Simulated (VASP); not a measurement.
Write the native input for VASP 6.6.1 that does the following.

```yaml
Task: single point
Functional: PBE
Potentials_or_basis: VASP PAW PBE potentials, release 64 (Cu, Au)
Cutoff: 520 eV
k_mesh: 4 × 4 × 3
Occupations: fermi-dirac, width 0.05 eV
Spin: no spin polarisation
Dipole_correction: no
Further_INCAR_settings: ALGO = Normal; EDIFF = 1e-07; NBANDS = 18
```

The structure of CuAu lies in POSCAR:

```
CuAu
1.0
    2.8000000000      0.0000000000      0.0000000000
    0.0000000000      2.8000000000      0.0000000000
    0.0000000000      0.0000000000      3.6700000000
Cu Au
1 1
Direct
    0.5000000000      0.5000000000      0.5000000000
    0.0000000000      0.0000000000      0.0000000000
```

These files were run (other wordings do the same):

INCAR

```
SYSTEM = CuAu
PREC = Accurate
ENCUT = 520
EDIFF = 1E-7
ISMEAR = -1
SIGMA = 0.05
LREAL = .False.
LASPH = .True.
NELM = 100
ALGO = Normal
ISIF = 2
LWAVE = .False.
LCHARG = .False.
GGA = PE
NBANDS = 18
```

KPOINTS

```
Automatic mesh
0
Gamma
  4 4 3
  0 0 0
```

Potentials or basis: VASP PAW PBE potentials, release 64 (Cu, Au).

Launch:

```sh
$ cat potpaw_PBE.64/Cu/POTCAR potpaw_PBE.64/Au/POTCAR > POTCAR
$ mpirun -np 1 vasp_std > vasp.out
```

Results of the run:

```json
{"Pressure": "7.6 GPa", "Band gap on the k mesh": "zero (band 11 reaches 12.71 eV, above the bottom of band 12 at 7.00 eV)"}
```

Caveat: the k points lie up to 0.57 Å⁻¹ apart; spin-orbit coupling is left out, which moves the levels of the heavy elements.

Run time: 8.5 s on 1 thread of Intel(R) Xeon(R) Platinum 8259CL CPU @ 2.50GHz (Skylake/Cascade Lake) (shared host), peak memory 0.14 GiB.
